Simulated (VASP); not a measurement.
# MgC2 (P4_2/mnm) in VASP: notebook, part 2 of 2

VASP 6.6.1.

## 5. Single point, PBEsol

INCAR reads:

```
SYSTEM = MgC2
PREC = Accurate
ENCUT = 520
EDIFF = 1E-6
ISMEAR = 0
SIGMA = 0.01
LREAL = .FALSE.
LASPH = .TRUE.
NELM = 100
ALGO = Normal
ISIF = 2
LWAVE = .FALSE.
LCHARG = .TRUE.
GGA = PS
LELF = .TRUE.
LVHAR = .TRUE.
NBANDS = 19
```

KPOINTS reads:

```
Automatic mesh
0
Gamma
  5 5 4
  0 0 0.5
```

POSCAR reads:

```
MgC2
1.0
    3.9507770000      0.0000000000      0.0000000000
    0.0000000000      3.9507770000      0.0000000000
    0.0000000000      0.0000000000      4.9870890000
Mg C
2 4
Direct
    0.5000000000      0.5000000000      0.0000000000
    0.0000000000      0.0000000000      0.5000000000
    0.8876500000      0.8876500000      0.0000000000
    0.6123500000      0.3876600000      0.5000000000
    0.1123500000      0.1123500000      0.0000000000
    0.3876600000      0.6123500000      0.5000000000
```

Command:

```sh
cat potpaw_PBE.64/Mg/POTCAR potpaw_PBE.64/C/POTCAR > POTCAR
mpirun -np 1 vasp_std > vasp.out
```

Run time: 48 s. Hardware: 1 thread of Intel Xeon 8259CL, shared host; peak memory 0.18 GiB.

Results (log left out):

* Free energy: -39.0984 eV
* Pressure: -2.2 GPa
* Largest force: 0.107 eV/Å
* Band gap on the k mesh: 2.63 eV (least direct gap 2.96 eV)

Forces in eV/Å, atoms in the order of the input:
```
Mg   0.000  0.000  0.000
Mg   0.000  0.000  0.000
C   -0.072 -0.072  0.000
C    0.075 -0.075  0.000
C    0.072  0.072  0.000
C   -0.075  0.075  0.000
```

Stress tensor (GPa, compression positive):
```
-2.15 -0.01  0.00
-0.01 -2.15  0.00
 0.00  0.00 -2.30
```

Levels at points of the mesh, in eV from the valence-band top:
```tsv
k point	band 7	band 8	band 9	band 10	band 11	band 12	band 13	band 14
(0.00, 0.00, 0.12)	-1.11	-0.36	-0.35	-0.32	2.63	5.11	5.65	5.65
```

Caveat: the PAW data sets were made with another functional, which shifts forces and pressure a little; a shifted mesh leaves out Γ, where band edges can lie. A k mesh can miss the band edges.

## 6. Single point, r2SCAN

POSCAR is that of step 5.

INCAR.step1 reads:

```
ALGO = Normal
EDIFF = 1E-4
ENCUT = 520
GGA = PE
ISMEAR = 0
LASPH = True
LCHARG = False
LREAL = False
LWAVE = True
NBANDS = 19
NELM = 80
PREC = Accurate
SIGMA = 0.01
```

INCAR.step2 reads:

```
ALGO = Normal
EDIFF = 1E-6
ENCUT = 520
ISIF = 2
ISMEAR = 0
ISTART = 1
LASPH = True
LCHARG = True
LELF = True
LMIXTAU = True
LREAL = False
LVHAR = True
LWAVE = False
METAGGA = R2SCAN
NBANDS = 19
NELM = 80
PREC = Accurate
SIGMA = 0.01
```

KPOINTS is that of step 5.

Potentials or basis: VASP PAW PBE potentials, release 64 (Mg, C).

Command:

```sh
cat potpaw_PBE.64/Mg/POTCAR potpaw_PBE.64/C/POTCAR > POTCAR
cp INCAR.step1 INCAR
mpirun -np 1 vasp_std > vasp.out
cp INCAR.step2 INCAR
mpirun -np 1 vasp_std > vasp.out
```

OUTCAR:

```text
EDIFF = 1E-6
   ENCUT = 520
   ISIF = 2
   ISMEAR = 0
   ISTART = 1
   LASPH = True
   LREAL = False
   METAGGA = R2SCAN
   NELM = 80
   PREC = Accurate

 ion  position               nearest neighbor table
   1  0.500  0.500  0.000-   3 2.17   5 2.17   4 2.57   6 2.57   4 2.57   6 2.57   5 2.86   5 2.86
                             3 2.86   3 2.86
   2  0.000  0.000  0.500-   4 2.17   6 2.17   5 2.57   3 2.57   3 2.57   5 2.57   4 2.86   6 2.86
                             4 2.86   6 2.86
   3  0.888  0.888  0.000-   5 1.26   1 2.17   2 2.57   2 2.57   1 2.86   1 2.86
   4  0.612  0.388  0.500-   6 1.26   2 2.17   1 2.57   1 2.57   2 2.86   2 2.86
   5  0.112  0.112  0.000-   3 1.26   1 2.17   2 2.57   2 2.57   1 2.86   1 2.86
   6  0.388  0.612  0.500-   4 1.26   2 2.17   1 2.57   1 2.57   2 2.86   2 2.86

  LATTYP: Found a simple tetragonal cell.
 ALAT       =     3.9507770000
 C/A-ratio  =     1.2623058705

  Lattice vectors:

 A1 = (   3.9507770000,   0.0000000000,   0.0000000000)
 A2 = (   0.0000000000,   3.9507770000,   0.0000000000)
 A3 = (   0.0000000000,   0.0000000000,   4.9870890000)

Analysis of symmetry for initial positions (statically):
=====================================================================
 Subroutine PRICEL returns:
 Original cell was already a primitive cell.

 Routine SETGRP: Setting up the symmetry group for a
 simple tetragonal supercell.

 Subroutine GETGRP returns: Found  4 space group operations
 (whereof  4 operations were pure point group operations)
 out of a pool of 16 trial point group operations.

The static configuration has the point symmetry C_2v.

Analysis of symmetry for dynamics (positions and initial velocities):
=====================================================================
 Subroutine PRICEL returns:
 Original cell was already a primitive cell.

 Routine SETGRP: Setting up the symmetry group for a
 simple tetragonal supercell.

 Subroutine GETGRP returns: Found  4 space group operations
 (whereof  4 operations were pure point group operations)
 out of a pool of 16 trial point group operations.

The dynamic configuration has the point symmetry C_2v.

 Subroutine INISYM returns: Found  4 space group operations
 (whereof  4 operations are pure point group operations),
 and found     1 'primitive' translations

----------------------------------------------------------------------------------------

                                     Primitive cell

  volume of cell :      77.8417

  direct lattice vectors                    reciprocal lattice vectors
     3.950777000  0.000000000  0.000000000     0.253114767  0.000000000  0.000000000
     0.000000000  3.950777000  0.000000000     0.000000000  0.253114767  0.000000000
     0.000000000  0.000000000  4.987089000     0.000000000  0.000000000  0.200517777

  length of vectors
     3.950777000  3.950777000  4.987089000     0.253114767  0.253114767  0.200517777

  position of ions in fractional coordinates (direct lattice)
[... 37 lines left out ...]
 Subroutine IBZKPT returns following result:
 ===========================================

 Found     18 irreducible k-points:

 Following reciprocal coordinates:
            Coordinates               Weight
  0.000000  0.000000  0.125000      2.000000
  0.200000  0.000000  0.125000      8.000000
  0.400000  0.000000  0.125000      8.000000
  0.200000  0.200000  0.125000      4.000000
 -0.200000  0.200000  0.125000      4.000000
  0.400000  0.200000  0.125000      8.000000
[... 10 lines left out ...]
  0.400000  0.400000  0.375000      4.000000
 -0.400000  0.400000  0.375000      4.000000
   k-points           NKPTS =     18   k-points in BZ     NKDIM =     18   number of bands    NBANDS=     19
   number of dos      NEDOS =    301   number of ions     NIONS =      6
   total plane-waves  NPLWV =  36000
   dimension x,y,z NGX =    30 NGY =   30 NGZ =   40
   dimension x,y,z NGXF=    60 NGYF=   60 NGZF=   80
   ions per type =               2   4
   NGX,Y,Z   is equivalent  to a cutoff of  12.62, 12.62, 13.33 a.u.
   NGXF,Y,Z  is equivalent  to a cutoff of  25.25, 25.25, 26.67 a.u.
 SYSTEM =  unknown system
   PREC   = accura    normal or accurate (medium, high low for compatibility)
   ISTART =      1    job   : 0-new  1-cont  2-samecut
   ICHARG =      0    charge: 1-file 2-atom 10-const
   ISPIN  =      1    spin polarized calculation?
   LNONCOLLINEAR =      F non collinear calculations
   LSORBIT =      F    spin-orbit coupling
   LASPH  =      T    aspherical Exc in radial PAW
   ENCUT  =  520.0 eV  38.22 Ry    6.18 a.u.   7.35  7.35  9.27*2*pi/ulx,y,z
   NELM   =     80;   NELMIN=  2; NELMDL=  0     # of ELM steps
   EDIFF  = 0.1E-05   stopping-criterion for ELM
   LREAL  =      F    real-space projection
   EDIFFG = 0.1E-04   stopping-criterion for IOM
   NSW    =      0    number of steps for IOM
   IBRION =     -1    ionic relax: 0-MD 1-quasi-New 2-CG
   NFREE  =      0    steps in history (QN), initial steepest desc. (CG)
   ISIF   =      2    stress and relaxation
   ISYM   =      2    0-nonsym 1-usesym 2-fastsym
   POTIM  = 0.5000    time-step for ionic-motion
   TEBEG  =    0.0;   TEEND  =   0.0 temperature during run
   PSTRESS=    0.0 pullay stress
   NELECT =      20.0000    total number of electrons
   NUPDOWN=      -1.0000    fix difference up-down
   EMIN   =  10.00;   EMAX   =-10.00  energy-range for DOS
   EFERMI =   0.00;   METHOD = LEGACY
   ISMEAR =     0;   SIGMA  =   0.01  broadening in eV -4-tet -1-fermi 0-gaus
   EFERMI_NEDOS =   21; number of points for ismear=-14 and -15
   IALGO  =     38    algorithm
   IMIX   =      4    mixing-type and parameters
     AMIX     =   0.40;   BMIX     =  1.00
     AMIX_MAG =   1.60;   BMIX_MAG =  1.00
  volume/ion in A,a.u.               =      12.97        87.55
  Fermi-wavevector in a.u.,A,eV,Ry     =   1.040752  1.966737 14.737364  1.083166
  Thomas-Fermi vector in A             =   2.175342
   LORBIT       =      0    0 simple, 1 ext, 2 COOP (PROOUT), +10 PAW based schemes
   METAGGA = R2SCAN    functional components
   LHFCALC =     F    Hartree Fock is set to
   AEXX    =    0.0000 exact exchange contribution
   IVDW    =     0    specifies the selected vdW correction
   LEPSILON=     F    determine dielectric tensor
   LRPA    =     F    only Hartree local field effects (RPA)
 non-spin polarized calculation
 Gauss-broadening in eV      SIGMA  =   0.01
  energy-cutoff  :      520.00
  volume of cell :       77.84
 maximum number of plane-waves:      2122
 NGX is ok and might be reduce to    30
   NGX = 15   NGY = 15   NGZ = 19

 number of electron      20.0000000 magnetization

 Free energy of the ion-electron system (eV)
  ---------------------------------------------------
  ext. energy  EPLUGINS =         0.00000000
  ---------------------------------------------------
  free energy    TOTEN  =       -46.21898861 eV

  energy without entropy =      -46.21898861  energy(sigma->0) =      -46.21898861

 E-fermi :   0.8464     XC(G=0):  -9.9696

 val. band max:        0.7404057407   @ k =   0.4000   0.4000   0.3750
 cond. band min:       3.8439326361   @ k =   0.0000   0.0000   0.1250
 fundamental gap:      3.1035268954
 Fermi energy:         0.8463757879

 k-point     1 :       0.0000    0.0000    0.1250
  band No.  band energies     occupation
      1     -12.7626      2.00000
      2     -11.9544      2.00000
      3      -2.6892      2.00000
      4      -2.4339      2.00000
      5      -2.4336      2.00000
      6      -2.2133      2.00000
[... 373 lines left out ...]
      6      -1.5539      2.00000
[... 11 lines left out ...]
     18      12.6420      0.00000
     19      12.6875      0.00000

------------------------ aborting loop because EDIFF is reached ----------------------------------------

  FORCE on cell =-STRESS in cart. coord.  units (eV):
  Direction    XX          YY          ZZ          XY          YZ          ZX
  --------------------------------------------------------------------------------------
  -------------------------------------------------------------------------------------
  Total       -1.3752334     -1.3752334     -0.8314821     -0.0023913      0.0000000      0.0000000
  in kB      -28.3057615    -28.3057615    -17.1139916     -0.0492190      0.0000000      0.0000000
  external PRESSURE =     -24.5751715 kB  Pullay stress =       0.0000000 kB

 VOLUME and BASIS-vectors are now :
 -----------------------------------------------------------------------------
  energy-cutoff  :      520.00
  volume of cell :       77.84
      direct lattice vectors                 reciprocal lattice vectors
     3.950777000  0.000000000  0.000000000     0.253114767  0.000000000  0.000000000
     0.000000000  3.950777000  0.000000000     0.000000000  0.253114767  0.000000000
     0.000000000  0.000000000  4.987089000     0.000000000  0.000000000  0.200517777

 POSITION                                       TOTAL-FORCE (eV/Angst)
 -----------------------------------------------------------------------------------
      1.97539      1.97539      0.00000         0.000020      0.000020      0.000000
      0.00000      0.00000      2.49354        -0.000020     -0.000020      0.000000
      3.50691      3.50691      0.00000         0.395169      0.395169      0.000000
      2.41926      1.53156      2.49354        -0.391911      0.391899      0.000000
      0.44387      0.44387      0.00000        -0.395157     -0.395157      0.000000
      1.53156      2.41926      2.49354         0.391899     -0.391911      0.000000
 -----------------------------------------------------------------------------------
    total drift:                               -0.000000     -0.000000      0.000000

  FREE ENERGIE OF THE ION-ELECTRON SYSTEM (eV)
  ---------------------------------------------------
  free  energy   TOTEN  =       -46.2189886106 eV

  energy  without entropy=      -46.2189886106  energy(sigma->0) =      -46.21898861
```

Run time: 2.4 min. Hardware: 1 thread of Intel Xeon 8259CL, shared host; peak memory 0.2 GiB.

What came out:

```yaml
Free_energy: -46.2190 eV
Pressure: -2.5 GPa
Largest_force: 0.559 eV/Å
Band_gap_on_the_k_mesh: 3.10 eV (least direct gap 3.33 eV)
```

Forces on the atoms (eV/Å):
```
Mg   0.000  0.000  0.000
Mg   0.000  0.000  0.000
C    0.395  0.395  0.000
C   -0.392  0.392  0.000
C   -0.395 -0.395  0.000
C    0.392 -0.392  0.000
```

Stress tensor (GPa, compression positive):
```
-2.83  0.00  0.00
 0.00 -2.83  0.00
 0.00  0.00 -1.71
```

Caveat: the PAW data sets were made with another functional, which shifts forces and pressure a little; a shifted mesh leaves out Γ, where band edges can lie.

## 7. Overview

```tsv
level	potentials or basis	gap on the mesh (eV)	pressure (GPa)	largest force (eV/Å)
BLYP	VASP PAW PBE potentials, release 64 (Mg, C)	2.95	0.8	0.55
LDA	VASP PAW LDA potentials, release 64 (Mg, C)	2.64	-5.9	0.37
PBE	VASP PAW PBE potentials, release 64 (Mg, C)	2.75	-0.4	0.02
PBEsol	VASP PAW PBE potentials, release 64 (Mg, C)	2.63	-2.2	0.11
r2SCAN	VASP PAW PBE potentials, release 64 (Mg, C)	3.10	-2.5	0.56
```

Alike in all rows: task single point; no spin polarisation; cell as given; k mesh 5 × 5 × 4, shifted; cutoff (eV) 520; smearing gaussian 0.01 eV.

Caveats: a shifted mesh leaves out Γ, where band edges can lie; the PAW data sets were made with another functional, which shifts forces and pressure a little (at least some runs); the cell stands under tension (at least some runs).

Total energies depend on the potentials used, so only differences within one code and one set of settings carry meaning.
